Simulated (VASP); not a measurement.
Here is a VASP 6.6.1 calculation.

File POSCAR:

```
GaAs
1.0
    0.0000000000      2.8330850947      2.8330850947
    2.8330850947      0.0000000000      2.8330850947
    2.8330850947      2.8330850947      0.0000000000
Ga As
1 1
Direct
    0.0000000000      0.0000000000      0.0000000000
    0.2500000000      0.2500000000      0.2500000000
```

INCAR.step1

```
SYSTEM = GaAs
PREC = Accurate
ENCUT = 500
EDIFF = 1E-8
ISMEAR = 0
SIGMA = 0.01
LREAL = .FALSE.
LASPH = .TRUE.
NELM = 100
ALGO = Normal
LWAVE = .TRUE.
LCHARG = .FALSE.
GGA = PE
```

The input INCAR.step2:

```
SYSTEM = GaAs
PREC = Accurate
ENCUT = 500
EDIFF = 1E-8
ISMEAR = 0
SIGMA = 0.01
LREAL = .FALSE.
LASPH = .TRUE.
NELM = 1
ALGO = Exact
LWAVE = .TRUE.
LCHARG = .FALSE.
GGA = PE
NBANDS = 99
LOPTICS = .TRUE.
ISTART = 1
```

File INCAR.step3:

```
SYSTEM = GaAs
PREC = Accurate
ENCUT = 500
EDIFF = 1E-8
ISMEAR = 0
SIGMA = 0.01
LREAL = .FALSE.
LASPH = .TRUE.
ALGO = EVGW0
LWAVE = .FALSE.
LCHARG = .FALSE.
GGA = PE
NELMGW = 1
NBANDS = 99
ENCUTGW = 60.0
NOMEGA = 48
PRECFOCK = Fast
ISTART = 1
NBANDSGW = 17
```

The input KPOINTS:

```
Automatic mesh
0
G
  4 4 4
  0 0 0
```

Potentials or basis: VASP PAW PBE potentials, release 64 (Ga_d_GW, As_GW).

Launch:

```sh
$ cat potpaw_PBE.64/Ga_d_GW/POTCAR potpaw_PBE.64/As_GW/POTCAR > POTCAR
$ cp INCAR.step1 INCAR
$ mpirun -np 1 vasp_std > vasp.out
$ cp INCAR.step2 INCAR
$ mpirun -np 1 vasp_std > vasp.out
$ cp INCAR.step3 INCAR
$ mpirun -np 1 vasp_std > vasp.out
```

Question: Estimate the quasiparticle gap.

Answer: 1.33 eV.

Question: Predict the least direct quasiparticle gap.

Answer: 1.33 eV.

Question: Predict the least direct gap of the starting levels on the mesh.

Answer: 0.45 eV.

Caveat: the k points lie up to 0.48 Å⁻¹ apart; bands, screening cutoff and mesh are small and nothing is extrapolated, so the quasiparticle values aren't converged.
